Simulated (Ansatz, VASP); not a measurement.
**Two plane-wave programs on Ta**

```xyz
1
Lattice="-1.7008 1.6513 1.6513 1.6513 -1.7008 1.6513 1.6513 1.6513 -1.7008" Properties=species:S:1:pos:R:3 pbc="T T T"
Ta    0.0000    0.0000    0.0000
```

Change from the starting cell: equal xy, yz and zx shear strains of -3 %, PAW files.

Alike in both runs: task electric field gradients; functional PBE; k mesh 17 × 17 × 17; occupations fermi-dirac, width 0.08 eV; no spin polarisation.

```csv
,VASP,Ansatz
version,VASP 6.6.1,Ansatz 0.2.0
potentials or method,"VASP PAW PBE potentials, release 64 (Ta_pv)","PAW with Ansatz's default frozen-core files, scalar-relativistic"
plane-wave cutoff (eV),520,420
valence electrons in the cell,11,13
```

|  | VASP | Ansatz | Ansatz less VASP |
| --- | --- | --- | --- |
| pressure (GPa) | 3.6 | 3.5 | -0.13 |
| traceless stress, the component that is largest in VASP (GPa) | 2.21 | 2.19 | -0.017 |
| size of Vzz on the site where it differs most (V/Å²) | 54.6 | 46.3 | -8.31 |

VASP's potentials hold 11 valence electrons a cell and Ansatz's 13, so a difference there can come from the potentials and not from the codes.

Spin-orbit coupling is off throughout.
